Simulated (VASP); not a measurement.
Write the native input for VASP 6.6.1 that does the following.

- Task: relaxation of cell and atoms
- Functional: PBE
- Potentials or basis: VASP PAW PBE potentials, release 64 (Nb_sv)
- Cutoff: 600 eV
- k mesh: 6 × 6 × 4
- Occupations: gaussian, width 0.1 eV
- Spin: no spin polarisation
- Dipole correction: no
- Further INCAR settings: ALGO = Normal; EDIFF = 1e-06; IBRION = 2; EDIFFG = -0.04; NSW = 90; ISIF = 3

The structure of Nb lies in POSCAR:

```
Nb
1.0
    2.6499624200      0.0000000000      0.0000000000
    0.0000000000      3.6787353300      0.0000000000
   -0.2008650500      0.0000000000      3.7807026300
Nb
2
Direct
    0.5023862900      0.2500000000      0.7493686900
    0.4976137100      0.7500000000      0.2506313100
```

These files were run (other wordings do the same):

INCAR

```
  PREC = Accurate
  ENCUT = 600
  EDIFF = 1E-6
  ISMEAR = 0
  SIGMA = 0.1
  LREAL = F
  LASPH = T
  NELM = 60
  ALGO = Normal
  ISIF = 3
  LWAVE = F
  LCHARG = F
  GGA = PE
  IBRION = 2
  NSW = 90
  EDIFFG = -0.04
```

KPOINTS

```
Automatic mesh
0
Gamma
  6 6 4
```

Potentials or basis: VASP PAW PBE potentials, release 64 (Nb_sv).

Launch:

```sh
$ cat potpaw_PBE.64/Nb_sv/POTCAR > POTCAR
$ mpirun -np 1 vasp_std > vasp.out
```

It gave:

```yaml
Relaxed_volume: 18.06 Å³/atom
Relaxed_cell: a = 3.259 Å, b = 3.321 Å, c = 4.479 Å, α = 90.00°, β = 131.82°, γ = 90.00°
Space_group_after_relaxing_to_0.05_Å: C2/m (No. 12)
Energy_gained_by_relaxing: 1029.2 meV/atom
Ionic_steps: 25
Pressure_after_relaxing: -0.1 GPa
Largest_force_after_relaxing: 0.020 eV/Å
Band_gap_on_the_k_mesh: zero (band 13 reaches 13.51 eV, above the bottom of band 14 at 10.38 eV)
```

Caveat: the k points lie up to 0.47 Å⁻¹ apart in the final cell.

It took 15 min on 1 thread of AMD EPYC 7R13 (shared host), peak memory 0.16 GiB.
